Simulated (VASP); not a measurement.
Set up this calculation in VASP 6.6.1, as the native input.

- Task: single point
- Functional: r2SCAN
- Potentials or basis: VASP PAW PBE potentials, release 64 (C)
- Cutoff: 520 eV
- k mesh: 12 × 12 × 4
- Occupations: gaussian, width 0.05 eV
- Spin: no spin polarisation
- Dipole correction: no
- Further INCAR settings: ALGO = Normal; EDIFF = 1e-06; NBANDS = 26

C:

```
CELL_PARAMETERS angstrom
2.49046 -0.05424 0.07980
-1.29220 2.14464 0.01156
0.26327 0.19603 8.32224
ATOMIC_POSITIONS crystal
C 0.10427 0.10440 0.10311
C 0.94402 0.96081 0.57560
C 0.87193 0.78577 0.43380
C 0.08532 0.85318 0.90287
C 0.29150 0.63988 0.16002
C 0.77905 0.42544 0.63538
C 0.30632 0.86776 0.33988
C 0.61759 0.36277 0.84934
```

This cell differs from its parent crystal: atoms moved at random and the cell strained at random.

The input as run:

POSCAR

```
C
1.0
    2.4904576617     -0.0542407970      0.0798002238
   -1.2922027389      2.1446395651      0.0115589868
    0.2632724949      0.1960346868      8.3222410996
C
8
Direct
    0.1042688015      0.1043974546      0.1031114036
   -0.0559771842     -0.0391931747      0.5756013665
   -0.1280734268     -0.2142261524      0.4338036658
    0.0853240115     -0.1468219541      0.9028678756
    0.2915006542      0.6398830673      0.1600202537
    0.7790467152      0.4254368791      0.6353756151
    0.3063165180      0.8677571451      0.3398822479
    0.6175939106      0.3627667351      0.8493375717
```

INCAR.step1

```
  ALGO = Normal
  EDIFF = 1E-4
  ENCUT = 520
  GGA = PE
  ISMEAR = 0
  LASPH = True
  LCHARG = False
  LREAL = False
  LWAVE = True
  NBANDS = 26
  NELM = 100
  PREC = Accurate
  SIGMA = 0.05
```

INCAR.step2

```
  ALGO = Normal
  EDIFF = 1E-6
  ENCUT = 520
  ISIF = 2
  ISMEAR = 0
  ISTART = 1
  LASPH = True
  LCHARG = False
  LMIXTAU = True
  LREAL = False
  LWAVE = False
  METAGGA = R2SCAN
  NBANDS = 26
  NELM = 100
  PREC = Accurate
  SIGMA = 0.05
```

KPOINTS

```
k-points
0
Gamma
  12 12 4
```

Potentials or basis: VASP PAW PBE potentials, release 64 (C).

Launch:

```bash
$ cat potpaw_PBE.64/C/POTCAR > POTCAR
$ cp INCAR.step1 INCAR
$ mpirun -np 1 vasp_std > vasp.out
$ cp INCAR.step2 INCAR
$ mpirun -np 1 vasp_std > vasp.out
```

Results of the run:

- Pressure: 106.4 GPa
- Largest force: 15.409 eV/Å
- Band gap on the k mesh: zero (bands 16 and 17 overlap by 2.61 eV)

Caveat: the cell differs from its parent crystal (atoms moved at random and the cell strained at random); the stress differs along the axes, from 87 to 137 GPa; the PAW data sets were made with another functional, which shifts forces and pressure a little.

Run time: 10 min on 1 thread of Oxide Virtual Turin-like Processor, on a shared host, peak memory 0.29 GiB.
